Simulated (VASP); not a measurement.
Here is a VASP 6.6.1 calculation.

File INCAR:

```
ALGO = Normal ; EDIFF = 1E-6
ENCUT = 520 ; GGA = PE
ISIF = 2 ; ISMEAR = 0
LASPH = T ; LCHARG = F
LREAL = F ; LWAVE = F
NBANDS = 21 ; NELM = 80
PREC = Accurate ; SIGMA = 0.01
```

File KPOINTS:

```
k-points
0
Gamma
  6 6 6
```

File POSCAR:

```
Si3Ge
1.0
    1.9426527493      1.1215910878      6.3409676182
   -1.9426527493      1.1215910878      6.3409676182
    0.0000000000     -2.2431821755      6.3409676182
Si Ge
3 1
Direct
    1.0013363435      0.0013363435      0.0013363435
    0.4987055951      0.4987055951      0.4987055951
    0.3750071689      0.3750071689      0.3750071689
    0.8749508926      0.8749508926      0.8749508926
```

Potentials or basis: VASP PAW PBE potentials, release 64 (Si, Ge_d).

Command:

```bash
$ cat potpaw_PBE.64/Si/POTCAR potpaw_PBE.64/Ge_d/POTCAR > POTCAR
$ mpirun -np 1 vasp_std > vasp.out
```

**Question.** Estimate the largest force.

**Answer.** 0.077 eV/Å.

**Question.** What does it give for the pressure?

**Answer.** 1.8 GPa.

**Question.** What does it give for the band gap on the k mesh?

**Answer.** 0.59 eV, indirect (least direct gap 1.13 eV).

Forces in eV/Å, atoms in the order of the input:
```
Si   0.000  0.000  0.077
Si   0.000  0.000 -0.072
Si   0.000  0.000 -0.006
Ge   0.000  0.000  0.001
```

A k mesh can miss the band edges. PBE gaps usually lie below the measured ones, often by a third to a half.
